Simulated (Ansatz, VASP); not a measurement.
## Cl in VASP and in Ansatz

INCAR

```
PREC = Accurate
ENCUT = 520
EDIFF = 1E-6
ISMEAR = -1
SIGMA = 0.1
LREAL = False
LASPH = True
NELM = 60
ALGO = Normal
ISIF = 2
LWAVE = False
LCHARG = False
GGA = PE
NBANDS = 22
```

KPOINTS

```
Automatic mesh
0
Gamma
  7 3 7
```

POSCAR

```
Cl
1.0
   -3.1630150000      0.0000000000      2.1244840000
    0.0000000000     -8.2703110000      0.0000000000
    3.1630150000      0.0000000000      2.1244840000
Cl
4
Direct
    0.1350000000      0.8900000000      0.1350000000
    0.6350000000      0.6100000000      0.6350000000
    0.8650000000      0.1100000000      0.8650000000
    0.3650000000      0.3900000000      0.3650000000
```

Input for Ansatz:

```yaml
crystal:
  lattice:
    - [-3.163015, 0.0, 2.124484]
    - [0.0, -8.270311, 0.0]
    - [3.163015, 0.0, 2.124484]
  atoms:
    - { symbol: Cl, position: [0.135, 0.89, 0.135] }
    - { symbol: Cl, position: [0.635, 0.61, 0.635] }
    - { symbol: Cl, position: [0.865, 0.11, 0.865] }
    - { symbol: Cl, position: [0.365, 0.39, 0.365] }
  symmetry: { tolerance: 0.0003 }
kpoints:
  mp_grid: { grid: [7, 3, 7], shift: [0, 0, 0] }
  band_path:
    path:
      - [0.0, 0.0, 0.0]
      - [-0.5, 0.0, 0.5]
      - [-0.63721679, 0.0, 0.36278321]
      - [-0.36278321, 0.0, -0.36278321]
      - [0.0, 0.0, 0.0]
      - [0.0, -0.5, 0.0]
      - [-0.36278321, -0.5, -0.36278321]
      - [-0.63721679, -0.5, 0.36278321]
      - [-0.5, -0.5, 0.5]
      - [-0.5, 0.0, 0.5]
      - [0.0, 0.0, 0.0]
    npoints: 6
magnetization:
  spin_polarized: false
scf:
  occupations: { method: fermi_dirac }
  lower_state_search: "off"
  max_iter: 200
hamiltonian:
  pseudopotentials: { kind: paw }
  xc: pbe
basis:
  ecutwfc: 420
  fft_grid_basis: typed
output:
  forces: true
  stress: true
  eigenvalues: true
  bader: true
  populations: true
  elf: true
  write_potential: true
  volumetric_format: npy
  dos:
    e_range: [-12, 8]
    de: 0.05
    projected: { site_lists: { Cl: [Cl] } }
checkpoint:
  read: saved_state
```

Alike in both runs: task single point; functional PBE; k mesh 7 × 3 × 7; no spin polarisation.

|  | VASP | Ansatz |
| --- | --- | --- |
| version | VASP 6.6.1 | Ansatz 0.2.0 |
| potentials or method | VASP PAW PBE potentials, release 64 (Cl), cutoff 520 eV | PAW plane waves |
| occupations | fermi-dirac, width 0.1 eV | fermi-dirac |
| valence electrons in the cell | 28 | 28 |

```csv
,VASP,Ansatz,Ansatz less VASP
pressure (GPa),-2.6,-2.4,+0.23
"traceless stress, the component that is largest in VASP (GPa)",-4.34,-4.13,+0.205
rms of the force components (eV/Å),0.824,0.765,-0.0582
```

Atom by atom the forces differ by 0.059 eV/Å (rms over components).
